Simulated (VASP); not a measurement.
# Sr (P6_3/mmc) in VASP: notebook, part 2 of 2

VASP 6.6.1.

**4. Single point, LDA (volume scaled by 0.92)**

The input, INCAR:

```
SYSTEM = Sr
PREC     = Accurate       ! precision mode
ENCUT    = 520            ! plane-wave cutoff, eV
EDIFF    = 1E-6           ! SCF threshold, eV
ISMEAR   = -1             ! smearing method
SIGMA    = 0.1            ! smearing width, eV
LREAL    = .False.        ! projectors in reciprocal space
LASPH    = .True.         ! aspherical terms in the spheres
NELM     = 60             ! most SCF steps
ALGO     = Normal         ! electronic algorithm
ISIF     = 2              ! what is computed and relaxed
LWAVE    = .False.        ! write WAVECAR
LCHARG   = .False.        ! write CHGCAR
GGA      = CA             ! functional
NBANDS   = 28             ! bands
```

The input, KPOINTS:

```
Automatic mesh
0
Gamma
  10 10 3
  0 0 0
```

The input, POSCAR:

```
Sr
1.0
    3.9904128071      0.0000000000      0.0000000000
   -1.9952064035      3.4557988625      0.0000000000
    0.0000000000      0.0000000000     13.0528622604
Sr
4
Direct
    0.0000000000      0.0000000000      1.0000000000
    0.0000000000      0.0000000000      0.5000000000
    0.3333333333      0.6666666667      0.2500000000
    0.6666666667      0.3333333333      0.7500000000
```

Potentials or basis: VASP PAW LDA potentials, release 64 (Sr_sv).

Started as:

```
> cat potpaw_LDA.64/Sr_sv/POTCAR > POTCAR
> mpirun -np 1 vasp_std > vasp.out
```

OUTCAR:

```text
SYSTEM = Sr
   PREC = Accurate
   ENCUT = 520
   EDIFF = 1E-6
   ISMEAR = -1
   LREAL = .False.
   LASPH = .True.
   NELM = 60
   ISIF = 2
   GGA = CA

 ion  position               nearest neighbor table
   1  0.000  0.000  0.000-   3 3.99   4 3.99   3 3.99   4 3.99   4 3.99   3 3.99
   2  0.000  0.000  0.500-   3 3.99   4 3.99   3 3.99   4 3.99   4 3.99   3 3.99
   3  0.333  0.667  0.250-   1 3.99   2 3.99   1 3.99   2 3.99   1 3.99   2 3.99
   4  0.667  0.333  0.750-   1 3.99   2 3.99   1 3.99   2 3.99   1 3.99   2 3.99

  LATTYP: Found a hexagonal cell.
 ALAT       =     3.9904128071
 C/A-ratio  =     3.2710556254

  Lattice vectors:

 A1 = (   3.9904128071,   0.0000000000,   0.0000000000)
 A2 = (  -1.9952064035,   3.4557988625,   0.0000000000)
 A3 = (   0.0000000000,   0.0000000000,  13.0528622604)

Analysis of symmetry for initial positions (statically):
=====================================================================
 Subroutine PRICEL returns:
 Original cell was already a primitive cell.

 Routine SETGRP: Setting up the symmetry group for a
 hexagonal supercell.

 Subroutine GETGRP returns: Found 24 space group operations
 (whereof 12 operations were pure point group operations)
 out of a pool of 24 trial point group operations.

The static configuration has the point symmetry D_3d.
 The point group associated with its full space group is D_6h.

Analysis of symmetry for dynamics (positions and initial velocities):
=====================================================================
 Subroutine PRICEL returns:
 Original cell was already a primitive cell.

 Routine SETGRP: Setting up the symmetry group for a
 hexagonal supercell.

 Subroutine GETGRP returns: Found 24 space group operations
 (whereof 12 operations were pure point group operations)
 out of a pool of 24 trial point group operations.

The dynamic configuration has the point symmetry D_3d.
[... 116 lines left out ...]
   NUPDOWN=      -1.0000    fix difference up-down
   EMIN   =  10.00;   EMAX   =-10.00  energy-range for DOS
   EFERMI =   0.00;   METHOD = LEGACY
   ISMEAR =    -1;   SIGMA  =   0.10  broadening in eV -4-tet -1-fermi 0-gaus
   EFERMI_NEDOS =   21; number of points for ismear=-14 and -15
   IALGO  =     38    algorithm
   IMIX   =      4    mixing-type and parameters
     AMIX     =   0.40;   BMIX     =  1.00
     AMIX_MAG =   1.60;   BMIX_MAG =  1.00
  volume/ion in A,a.u.               =      45.00       303.67
  Fermi-wavevector in a.u.,A,eV,Ry     =   0.991602  1.873856 13.378268  0.983275
  Thomas-Fermi vector in A             =   2.123355
   LORBIT       =      0    0 simple, 1 ext, 2 COOP (PROOUT), +10 PAW based schemes
   GGA     = CA    functional components
   LHFCALC =     F    Hartree Fock is set to
   AEXX    =    0.0000 exact exchange contribution
   IVDW    =     0    specifies the selected vdW correction
   LEPSILON=     F    determine dielectric tensor
   LRPA    =     F    only Hartree local field effects (RPA)
 non-spin polarized calculation
  energy-cutoff  :      520.00
  volume of cell :      180.00
 maximum number of plane-waves:      4891
 NGX is ok and might be reduce to    30
   NGX = 15   NGY = 15   NGZ = 49

 number of electron      39.9999999 magnetization

 Free energy of the ion-electron system (eV)
  ---------------------------------------------------
  ext. energy  EPLUGINS =         0.00000000
  ---------------------------------------------------
  free energy    TOTEN  =        -7.59903250 eV

  energy without entropy =       -7.44038309  energy(sigma->0) =       -7.51970780

 E-fermi :   2.1334     XC(G=0):  -8.2108

 val. band max:        2.0925615527   @ k =   0.3000   0.3000   0.3333
 cond. band min:       2.1475092090   @ k =   0.4000  -0.0000   0.0000
 fundamental gap:      0.0549476563
 Fermi energy:         2.1333931992

 k-point     1 :       0.0000    0.0000    0.0000
  band No.  band energies     occupation
      1     -33.9265      2.00000
      2     -33.9088      2.00000
      3     -33.9079      2.00000
      4     -33.8902      2.00000
      5     -16.2507      2.00000
      6     -16.0570      2.00000
[... 733 lines left out ...]
     27       3.7340      0.00000
     28       4.0800      0.00000

 [... further k-points ...]
[... 5 lines left out ...]
  --------------------------------------------------------------------------------------
  -------------------------------------------------------------------------------------
  Total        1.3793375      1.3793375      1.4318005      0.0000000      0.0000000      0.0000000
  in kB       12.2774757     12.2774757     12.7444487      0.0000000      0.0000000      0.0000000
  external PRESSURE =      12.4331333 kB  Pullay stress =       0.0000000 kB

 VOLUME and BASIS-vectors are now :
 -----------------------------------------------------------------------------
  energy-cutoff  :      520.00
  volume of cell :      180.00
      direct lattice vectors                 reciprocal lattice vectors
     3.990412807  0.000000000  0.000000000     0.250600639  0.144684346  0.000000000
    -1.995206403  3.455798863  0.000000000     0.000000000  0.289368693  0.000000000
     0.000000000  0.000000000 13.052862260     0.000000000  0.000000000  0.076611549

 POSITION                                       TOTAL-FORCE (eV/Angst)
 -----------------------------------------------------------------------------------
      0.00000      0.00000      0.00000         0.000000      0.000000     -0.000000
      0.00000      0.00000      6.52643         0.000000      0.000000     -0.000000
     -0.00000      2.30387      3.26322        -0.000000      0.000000      0.000000
      1.99521      1.15193      9.78965         0.000000     -0.000000     -0.000000
 -----------------------------------------------------------------------------------
    total drift:                               -0.000000      0.000000     -0.000000

  FREE ENERGIE OF THE ION-ELECTRON SYSTEM (eV)
  ---------------------------------------------------
  free  energy   TOTEN  =        -7.5990325007 eV

  energy  without entropy=       -7.4403830926  energy(sigma->0) =       -7.51970780
```

OSZICAR:

```text
N       E                     dE             d eps       ncg     rms          rms(c)
DAV:   1     0.251387625758E+03    0.25139E+03   -0.18834E+04  1568   0.126E+03
DAV:   2     0.128069814516E+02   -0.23858E+03   -0.23510E+03  1844   0.292E+02
DAV:   3    -0.658433828252E+01   -0.19391E+02   -0.19172E+02  2556   0.581E+01
DAV:   4    -0.759924751192E+01   -0.10149E+01   -0.10107E+01  2244   0.122E+01
DAV:   5    -0.764127347051E+01   -0.42026E-01   -0.42010E-01  2256   0.214E+00    0.255E+01
DAV:   6    -0.761489728599E+01    0.26376E-01   -0.34322E-02  2164   0.145E+00    0.147E+01
DAV:   7    -0.759887716648E+01    0.16020E-01   -0.45544E-02  2188   0.173E+00    0.441E-01
DAV:   8    -0.759897104115E+01   -0.93875E-04   -0.26113E-03  2560   0.241E-01    0.181E-01
DAV:   9    -0.759902468122E+01   -0.53640E-04   -0.73288E-05  2068   0.508E-02    0.542E-02
DAV:  10    -0.759903354478E+01   -0.88636E-05   -0.21377E-05  2056   0.225E-02    0.507E-02
DAV:  11    -0.759903251846E+01    0.10263E-05   -0.78515E-07  1180   0.796E-03    0.974E-03
DAV:  12    -0.759903250068E+01    0.17784E-07   -0.32223E-07  1168   0.261E-03
   1 F= -.75990325E+01 E0= -.75197078E+01  d E =-.158649E+00
```

stdout:

```text
POSCAR found type information on POSCAR Sr
 POSCAR found :  1 types and       4 ions
 scaLAPACK will be used
 LDA part: xc-table for (Slater(with rela. corr.)+CA(PZ))
 , standard interpolation
 POSCAR, INCAR and KPOINTS ok, starting setup
 FFT: planning ... GRIDC
 FFT: planning ... GRID_SOFT
 FFT: planning ... GRID
 WAVECAR not read
 entering main loop
```

Run time: 64 s. Hardware: 1 thread of Intel Xeon 6975P-C (Granite Rapids), shared host; peak memory 0.28 GiB.

Results:

```yaml
Free_energy: -7.5990 eV
Pressure: 1.2 GPa
Band_gap_on_the_k_mesh: zero (band 20 reaches 2.18 eV, above the bottom of band 21 at 2.15 eV)
```

**5. Single point, LDA (volume scaled by 0.96)**

The input, INCAR:

```
SYSTEM = Sr
PREC = Accurate
ENCUT = 520
EDIFF = 1E-6
ISMEAR = -1
SIGMA = 0.1
LREAL = .FALSE.
LASPH = .TRUE.
NELM = 80
ALGO = Normal
ISIF = 2
LWAVE = .FALSE.
LCHARG = .FALSE.
NBANDS = 28
```

The input, KPOINTS:

```
regular mesh
0
G
  10 10 3
  0 0 0
```

The input, POSCAR:

```
Sr
1.0
    4.0474264072      0.0000000000      0.0000000000
   -2.0237132036      3.5051740886      0.0000000000
    0.0000000000      0.0000000000     13.2393569177
Sr
4
Direct
    0.0000000000      0.0000000000      1.0000000000
    0.0000000000      0.0000000000      0.5000000000
    0.3333333333      0.6666666667      0.2500000000
    0.6666666667      0.3333333333      0.7500000000
```

Started as:

```
> cat potpaw_LDA.64/Sr_sv/POTCAR > POTCAR
> mpirun -np 1 vasp_std > vasp.out
```

Wall time 60 s (1 thread of Intel Xeon 6975P-C (Granite Rapids), shared host); peak memory 0.29 GiB.

The run converged. Its results:

```
Free energy            : -7.6430 eV
Pressure               : 0.6 GPa
Band gap on the k mesh : zero (band 20 reaches 2.03 eV, above the bottom of band 21 at 1.99 eV)
```

Levels at points of the mesh, in eV from the Fermi level:
| k point | band 18 | band 19 | band 20 | band 21 | band 22 | band 23 |
| --- | --- | --- | --- | --- | --- | --- |
| (0.00, 0.00, 0.00) | -2.80 | -2.79 | -1.25 | 0.39 | 1.29 | 1.31 |
| (0.50, 0.00, 0.00) | -0.97 | -0.72 | -0.63 | 0.17 | 0.19 | 0.26 |

**6. Overview**

```csv
cell,k mesh,gap on the mesh (eV),pressure (GPa)
"a = 4.103, b = 4.103, c = 13.421 Å, angles 90.0, 90.0, 120.0°, 4 atoms",9 × 9 × 3,none,0.0
"a = 3.932, b = 3.932, c = 12.861 Å, angles 90.0, 90.0, 120.0°, 4 atoms",10 × 10 × 3,none,2.1
"a = 3.990, b = 3.990, c = 13.053 Å, angles 90.0, 90.0, 120.0°, 4 atoms",10 × 10 × 3,none,1.2
"a = 4.047, b = 4.047, c = 13.239 Å, angles 90.0, 90.0, 120.0°, 4 atoms",10 × 10 × 3,none,0.6
```

Alike in all rows: task single point; level LDA; potentials or basis VASP PAW LDA potentials, release 64 (Sr_sv); no spin polarisation; cutoff (eV) 520; smearing fermi-dirac 0.1 eV.

Total energies depend on the potentials used, so only differences within one code and one set of settings carry meaning.
